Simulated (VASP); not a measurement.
# SbPb: single point with LDA

The system is SbPb.

```
CELL_PARAMETERS angstrom
0.00000 2.99255 3.24242
2.99255 0.00000 3.24242
2.99255 2.99255 0.00000
ATOMIC_POSITIONS crystal
Sb 0.50000 0.50000 0.50000
Pb 0.00000 0.00000 0.00000
```

| Quantity | Value |
| --- | --- |
| Program | VASP 6.6.1 |
| Task | single point |
| Functional | LDA |
| Potentials or basis | VASP PAW LDA potentials, release 64 (Sb, Pb_d) |
| Cutoff | 520 eV |
| k mesh | 14 × 14 × 14 |
| Occupations | gaussian, width 0.15 eV |
| Spin | no spin polarisation |
| Dipole correction | no |
| Further INCAR settings | ALGO = Fast; EDIFF = 1e-06; NBANDS = 16 |

The pressure is 2.4 GPa. The band gap on the k mesh is zero (an odd number of electrons rules out a gap without spin polarisation).

Stress tensor (GPa, compression positive):
```
 5.08  0.00  0.00
 0.00  5.08  0.00
 0.00  0.00 -2.91
```

Levels at points of the mesh, in eV from the Fermi level:
```
           k point  band 7  band 8  band 9  band 10  band 11  band 12  band 13  band 14
(0.00, 0.00, 0.00)   -3.57   -1.10   -1.10    -0.06     3.33     5.53     5.53     5.57
(0.50, 0.00, 0.00)   -9.26   -0.21    0.29     0.67     1.28     1.37     1.60     9.40
(0.50, 0.50, 0.00)   -5.89   -5.02   -2.68    -2.68     3.16     7.26     7.26     8.39
(0.50, 0.00, 0.50)   -7.00   -5.17   -3.44    -2.43     2.88     5.77     8.18     9.36
```

Run time: 6.3 min on 1 thread of Oxide Virtual Turin-like Processor, on a shared host, peak memory 0.32 GiB.

Caveat: the stress differs along the axes, from -3 to 5 GPa; spin-orbit coupling is left out, which moves the levels of the heavy elements; an odd number of electrons without spin polarisation forces a metal; a magnetic or distorted state may lie lower.
